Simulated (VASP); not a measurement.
# Sn (Im-3m) in VASP: a series of runs

The runs below take Sn through relaxation of cell and atoms, with BLYP+D3(BJ), LDA, r2SCAN+D4.

All numbers are computed with VASP 6.6.1; they aren't measurements. Logs are shortened: lines on timing, memory, paths and dates and some standing lists are left out, and cuts for length are marked.

### 1 The cell of the first run

It takes space group Im-3m (No. 229, cubic). The conventional cell has a = 3.789 Å, b = 3.789 Å, c = 3.789 Å, α = 90.00°, β = 90.00°, γ = 90.00°. Within 4.3 Å of Sn (site symmetry m-3m) lie 14 Sn at 3.28 to 3.79 Å.

### 2 Relaxation of cell and atoms, BLYP+D3(BJ)

The input, INCAR:

```
  PREC = Accurate
  ENCUT = 600
  EDIFF = 1E-7
  ISMEAR = -1
  SIGMA = 0.1
  LREAL = F
  LASPH = T
  NELM = 60
  ALGO = Normal
  ISIF = 3
  LWAVE = F
  LCHARG = F
  GGA = B5
  ALDAX = 1.0
  AGGAX = 1.0
  AGGAC = 1.0
  ALDAC = 0.0
  IVDW = 12
  VDW_S6 = 1.0
  VDW_S8 = 2.6996
  VDW_A1 = 0.4298
  VDW_A2 = 4.2359
  IBRION = 2
  NSW = 80
  EDIFFG = -0.005
```

The input, KPOINTS:

```
regular mesh
0
Gamma
  9 9 9
```

The input, POSCAR:

```
Sn
1.0
   -1.8946518200      1.8946518200      1.8946518200
    1.8946518200     -1.8946518200      1.8946518200
    1.8946518200      1.8946518200     -1.8946518200
Sn
1
Direct
    0.0000000000      0.0000000000      0.0000000000
```

Potentials or basis: VASP PAW PBE potentials, release 64 (Sn_d).

Command:

```sh
> cat potpaw_PBE.64/Sn_d/POTCAR > POTCAR
> mpirun -np 1 vasp_std > vasp.out
```

OUTCAR:

```text
PREC = Accurate
   ENCUT = 600
   EDIFF = 1E-7
   ISMEAR = -1
   LREAL = F
   LASPH = T
   NELM = 60
   ISIF = 3
   GGA = B5
   IVDW = 12
   IBRION = 2
   NSW = 80
   EDIFFG = -0.005
 IVDW          = 12

 ion  position               nearest neighbor table
   1  0.000  0.000  0.000-

  LATTYP: Found a body centered cubic cell.
 ALAT       =     3.7893036400

  Lattice vectors:

 A1 = (  -1.8946518200,   1.8946518200,   1.8946518200)
 A2 = (   1.8946518200,  -1.8946518200,   1.8946518200)
 A3 = (   1.8946518200,   1.8946518200,  -1.8946518200)

Analysis of symmetry for initial positions (statically):
=====================================================================
 Subroutine PRICEL returns:
 Original cell was already a primitive cell.

 Routine SETGRP: Setting up the symmetry group for a
 body centered cubic supercell.

 Subroutine GETGRP returns: Found 48 space group operations
 (whereof 48 operations were pure point group operations)
 out of a pool of 48 trial point group operations.

The static configuration has the point symmetry O_h .

Analysis of symmetry for dynamics (positions and initial velocities):
=====================================================================
 Subroutine PRICEL returns:
 Original cell was already a primitive cell.

 Routine SETGRP: Setting up the symmetry group for a
 body centered cubic supercell.

 Subroutine GETGRP returns: Found 48 space group operations
 (whereof 48 operations were pure point group operations)
 out of a pool of 48 trial point group operations.

The dynamic configuration has the point symmetry O_h .

 Subroutine INISYM returns: Found 48 space group operations
 (whereof 48 operations are pure point group operations),
 and found     1 'primitive' translations

----------------------------------------------------------------------------------------

                                     Primitive cell

  volume of cell :      27.2050

  direct lattice vectors                    reciprocal lattice vectors
    -1.894651820  1.894651820  1.894651820     0.000000000  0.263900731  0.263900731
     1.894651820 -1.894651820  1.894651820     0.263900731  0.000000000  0.263900731
     1.894651820  1.894651820 -1.894651820     0.263900731  0.263900731  0.000000000

  length of vectors
     3.281633215  3.281633215  3.281633215     0.373211993  0.373211993  0.373211993

  position of ions in fractional coordinates (direct lattice)
     0.000000000  0.000000000  0.000000000

  ion indices of the primitive-cell ions
[... 66 lines left out ...]
   ISTART =      0    job   : 0-new  1-cont  2-samecut
   ICHARG =      2    charge: 1-file 2-atom 10-const
   ISPIN  =      1    spin polarized calculation?
   LNONCOLLINEAR =      F non collinear calculations
   LSORBIT =      F    spin-orbit coupling
   LASPH  =      T    aspherical Exc in radial PAW
   ENCUT  =  600.0 eV  44.10 Ry    6.64 a.u.   6.55  6.55  6.55*2*pi/ulx,y,z
   NELM   =     60;   NELMIN=  2; NELMDL= -5     # of ELM steps
   EDIFF  = 0.1E-06   stopping-criterion for ELM
   LREAL  =      F    real-space projection
   EDIFFG = -.5E-02   stopping-criterion for IOM
   NSW    =     80    number of steps for IOM
   IBRION =      2    ionic relax: 0-MD 1-quasi-New 2-CG
   NFREE  =      1    steps in history (QN), initial steepest desc. (CG)
   ISIF   =      3    stress and relaxation
   ISYM   =      2    0-nonsym 1-usesym 2-fastsym
   POTIM  = 0.5000    time-step for ionic-motion
   TEBEG  =    0.0;   TEEND  =   0.0 temperature during run
   PSTRESS=    0.0 pullay stress
   NELECT =      14.0000    total number of electrons
   NUPDOWN=      -1.0000    fix difference up-down
   EMIN   =  10.00;   EMAX   =-10.00  energy-range for DOS
   EFERMI =   0.00;   METHOD = LEGACY
   ISMEAR =    -1;   SIGMA  =   0.10  broadening in eV -4-tet -1-fermi 0-gaus
   EFERMI_NEDOS =   21; number of points for ismear=-14 and -15
   IALGO  =     38    algorithm
   IMIX   =      4    mixing-type and parameters
     AMIX     =   0.40;   BMIX     =  1.00
     AMIX_MAG =   1.60;   BMIX_MAG =  1.00
  volume/ion in A,a.u.               =      27.20       183.59
  Fermi-wavevector in a.u.,A,eV,Ry     =   1.311902  2.479136 23.416813  1.721087
  Thomas-Fermi vector in A             =   2.442332
   LORBIT       =      0    0 simple, 1 ext, 2 COOP (PROOUT), +10 PAW based schemes
   GGA     = B5    functional components
   LHFCALC =     F    Hartree Fock is set to
   AEXX    =    0.0000 exact exchange contribution
   IVDW    =    12    specifies the selected vdW correction
   LEPSILON=     F    determine dielectric tensor
   LRPA    =     F    only Hartree local field effects (RPA)
 conjugate gradient relaxation of ions
 non-spin polarized calculation
  energy-cutoff  :      600.00
  volume of cell :       27.20
 maximum number of plane-waves:       935
 NGX is ok and might be reduce to    28
   NGX = 13   NGY = 13   NGZ = 13

--------------------------------------- Ionic step        1  -------------------------------------------

 number of electron      13.9999996 magnetization

 Free energy of the ion-electron system (eV)
  ---------------------------------------------------
  ext. energy  EPLUGINS =         0.00000000
  ---------------------------------------------------
  free energy    TOTEN  =        -2.90533928 eV

  energy without entropy =       -2.88391711  energy(sigma->0) =       -2.89462819

------------------------ aborting loop because EDIFF is reached ----------------------------------------

 Edisp (eV)   -0.91768

 E8    (eV) :    -0.7047
[... 69 lines left out ...]
--------------------------------------- Ionic step        3  -------------------------------------------

 number of electron      13.9999996 magnetization

 Free energy of the ion-electron system (eV)
  ---------------------------------------------------
  ext. energy  EPLUGINS =         0.00000000
  ---------------------------------------------------
  free energy    TOTEN  =        -2.90491333 eV

  energy without entropy =       -2.88349503  energy(sigma->0) =       -2.89420418

 E-fermi :   8.4850     XC(G=0):  -9.7547

 val. band max:        8.4452063171   @ k =   0.2222   0.2222   0.1111
 cond. band min:       8.5360071720   @ k =  -0.3333   0.4444   0.2222
 fundamental gap:      0.0908008549
 Fermi energy:         8.4850032917

 k-point     1 :       0.0000    0.0000    0.0000
  band No.  band energies     occupation
      1     -13.0026      2.00000
      2     -13.0026      2.00000
      3     -13.0026      2.00000
      4     -12.8605      2.00000
      5     -12.8605      2.00000
      6      -2.5319      2.00000
      7      16.2536      0.00000
      8      16.2536      0.00000
      9      16.2536      0.00000
     10      20.9830      0.00000
     11      20.9830      0.00000
[... 309 lines left out ...]
 k-point    24 :      -0.4444   -0.4444    0.1111
  band No.  band energies     occupation
      1     -12.9945      2.00000
      2     -12.9575      2.00000
      3     -12.9056      2.00000
      4     -12.8699      2.00000
      5     -12.7916      2.00000
      6       2.6370      2.00000
      7       5.0170      2.00000
      8       9.1390      0.00289
      9      13.3717      0.00000
     10      17.5282      0.00000
     11      19.3098      0.00000

 [... further k-points ...]

------------------------ aborting loop because EDIFF is reached ----------------------------------------

 Edisp (eV)   -0.91811

 E8    (eV) :    -0.7050
[... 24 lines left out ...]
  FREE ENERGIE OF THE ION-ELECTRON SYSTEM (eV)
  ---------------------------------------------------
  free  energy   TOTEN  =        -3.8230244938 eV

  energy  without entropy=       -3.8016061983  energy(sigma->0) =       -3.81231535

 reached required accuracy - stopping structural energy minimisation
```

It took 40 s on 1 thread of Intel Xeon 6975P-C, shared host; peak memory 0.18 GiB.

What came out:

* Free energy: -3.8230 eV
* Relaxed volume: 27.19 Å³/atom
* Relaxed cell: a = 3.281 Å, b = 3.281 Å, c = 3.281 Å, α = 109.47°, β = 109.47°, γ = 109.47°
* Space group after relaxing (to 0.05 Å): Im-3m (No. 229)
* Energy gained by relaxing: 0.0 meV/atom
* Ionic steps: 3
* Pressure after relaxing: 0.0 GPa
* Band gap on the k mesh: zero (band 7 reaches 16.25 eV, above the bottom of band 8 at 6.19 eV)
* Dispersion energy per atom: -0.918 eV

Final structure:
```yaml
crystal:
  lattice:
    - [-1.89435, 1.89435, 1.89435]
    - [1.89435, -1.89435, 1.89435]
    - [1.89435, 1.89435, -1.89435]
  atoms:
    - { symbol: Sn, position: [0.00000, 0.00000, 0.00000] }
```

Levels at points of the mesh, in eV from the Fermi level:
```
           k point  band 3  band 4  band 5  band 6  band 7  band 8  band 9  band 10  band 11
(0.00, 0.00, 0.00)  -21.49  -21.35  -21.35  -11.02    7.77    7.77    7.77    12.50    12.50
```

Caveat: the PAW data sets were made with another functional, which shifts forces and pressure a little; spin-orbit coupling is left out, which moves the levels of the heavy elements; pairwise dispersion overbinds metals, which lowers pressure and volume.

### 3 Relaxation of cell and atoms, LDA

The input, INCAR:

```
PREC = Accurate
ENCUT = 600
EDIFF = 1E-6
ISMEAR = -1
SIGMA = 0.1
LREAL = False
LASPH = True
NELM = 60
ALGO = Normal
ISIF = 3
LWAVE = False
LCHARG = False
GGA = CA
IBRION = 2
NSW = 80
EDIFFG = -0.005
```

KPOINTS is that of step 2.

POSCAR is that of step 2.

Potentials or basis: VASP PAW LDA potentials, release 64 (Sn_d).

Command:

```sh
> cat potpaw_LDA.64/Sn_d/POTCAR > POTCAR
> mpirun -np 1 vasp_std > vasp.out
```

It took 22 s on 1 thread of Intel Xeon 6975P-C, shared host; peak memory 0.15 GiB.

The run converged. Its results:

* Free energy: -4.4616 eV
* Relaxed volume: 25.41 Å³/atom
* Relaxed cell: a = 3.208 Å, b = 3.208 Å, c = 3.208 Å, α = 109.47°, β = 109.47°, γ = 109.47°
* Space group after relaxing (to 0.05 Å): Im-3m (No. 229)
* Energy gained by relaxing: 21.3 meV/atom
* Ionic steps: 3
* Pressure after relaxing: 0.0 GPa
* Band gap on the k mesh: zero (band 7 reaches 17.13 eV, above the bottom of band 8 at 6.00 eV)

Step by step:
```csv
step,energy change (eV),largest force (eV/Å),pressure (GPa),volume (Å³)
1,0.0000,0.0000,-3.59,27.20
2,-0.0191,0.0000,1.35,24.87
3,-0.0213,0.0000,0.00,25.41
```

Final structure:
```yaml
crystal:
  lattice:
    - [-1.85196, 1.85196, 1.85196]
    - [1.85196, -1.85196, 1.85196]
    - [1.85196, 1.85196, -1.85196]
  atoms:
    - { symbol: Sn, position: [0.00000, 0.00000, 0.00000] }
```

Levels at points of the mesh, in eV from the Fermi level:
```csv
k point,band 5,band 6,band 7,band 8,band 9,band 10
"(0.00, 0.00, 0.00)",-21.21,-11.48,8.60,8.60,8.60,12.47
```

Caveat: spin-orbit coupling is left out, which moves the levels of the heavy elements.

### 4 Relaxation of cell and atoms, r2SCAN+D4

POSCAR is that of step 3.

The input, INCAR.step1:

```
SYSTEM = Sn
  PREC = Accurate
  ENCUT = 600
  ISMEAR = -1
  SIGMA = 0.1
  LREAL = .False.
  LASPH = .True.
  NELM = 80
  GGA = PE
  ALGO = Normal
  EDIFF = 1E-4
  LWAVE = .True.
  LCHARG = .False.
```

The input, INCAR.step2:

```
SYSTEM = Sn
  PREC = Accurate
  ENCUT = 600
  EDIFF = 1E-6
  ISMEAR = -1
  SIGMA = 0.1
  LREAL = .False.
  LASPH = .True.
  NELM = 80
  ALGO = Normal
  ISIF = 3
  LWAVE = .False.
  LCHARG = .False.
  METAGGA = R2SCAN
  LMIXTAU = .True.
  IVDW = 13
  VDW_S6 = 1.0
  VDW_S8 = 0.6018749
  VDW_A1 = 0.51559235
  VDW_A2 = 5.77342911
  IBRION = 2
  NSW = 80
  EDIFFG = -0.005
  ISTART = 1
```

The input, KPOINTS:

```
regular mesh
0
Gamma
  9 9 9
  0 0 0
```

Potentials or basis: VASP PAW PBE potentials, release 64 (Sn_d).

Command:

```sh
> cat potpaw_PBE.64/Sn_d/POTCAR > POTCAR
> cp INCAR.step1 INCAR
> mpirun -np 1 vasp_std > vasp.out
> cp INCAR.step2 INCAR
> mpirun -np 1 vasp_std > vasp.out
```

Wall time 2.7 min (1 thread of Intel Xeon 6975P-C, shared host); peak memory 0.17 GiB.

It converged, with:

- Free energy: -24.6618 eV
- Relaxed volume: 26.44 Å³/atom
- Relaxed cell: a = 3.250 Å, b = 3.250 Å, c = 3.250 Å, α = 109.47°, β = 109.47°, γ = 109.47°
- Space group after relaxing (to 0.05 Å): Im-3m (No. 229)
- Energy gained by relaxing: 3.6 meV/atom
- Ionic steps: 3
- Pressure after relaxing: 0.0 GPa
- Band gap on the k mesh: zero (band 7 reaches 17.09 eV, above the bottom of band 8 at 5.66 eV)
- Dispersion energy per atom: -0.143 eV

Step by step:
```tsv
step	energy change (eV)	largest force (eV/Å)	pressure (GPa)	volume (Å³)
1	0.0000	0.0000	-1.43	27.20
2	-0.0033	0.0000	0.38	26.26
3	-0.0036	0.0000	0.02	26.44
```

Final structure:
```xyz
1
Lattice="-1.8767 1.8767 1.8767 1.8767 -1.8767 1.8767 1.8767 1.8767 -1.8767" Properties=species:S:1:pos:R:3 pbc="T T T"
Sn    0.0000    0.0000    0.0000
```

Levels at points of the mesh, in eV from the Fermi level:
```
           k point  band 3  band 4  band 5  band 6  band 7  band 8  band 9  band 10  band 11
(0.00, 0.00, 0.00)  -22.17  -22.00  -22.00  -11.74    8.84    8.84    8.84    13.09    13.09
```

Caveat: the PAW data sets were made with another functional, which shifts forces and pressure a little; spin-orbit coupling is left out, which moves the levels of the heavy elements; pairwise dispersion overbinds metals, which lowers pressure and volume.

### 5 The runs side by side

```tsv
level	potentials or basis	gap on the mesh (eV)	pressure (GPa)	relaxed volume (Å³/atom)
BLYP+D3(BJ)	VASP PAW PBE potentials, release 64 (Sn_d)	none	0.0	27.19
LDA	VASP PAW LDA potentials, release 64 (Sn_d)	none	0.0	25.41
r2SCAN+D4	VASP PAW PBE potentials, release 64 (Sn_d)	none	0.0	26.44
```

Alike in all rows: task relaxation of cell and atoms; no spin polarisation; cell relaxed; k mesh 9 × 9 × 9; cutoff (eV) 600; smearing fermi-dirac 0.1 eV.

Caveats: spin-orbit coupling is left out, which moves the levels of the heavy elements; the PAW data sets were made with another functional, which shifts forces and pressure a little (some runs); pairwise dispersion overbinds metals, which lowers pressure and volume (some runs).

Total energies depend on the potentials used, so only differences within one code and one set of settings carry meaning.
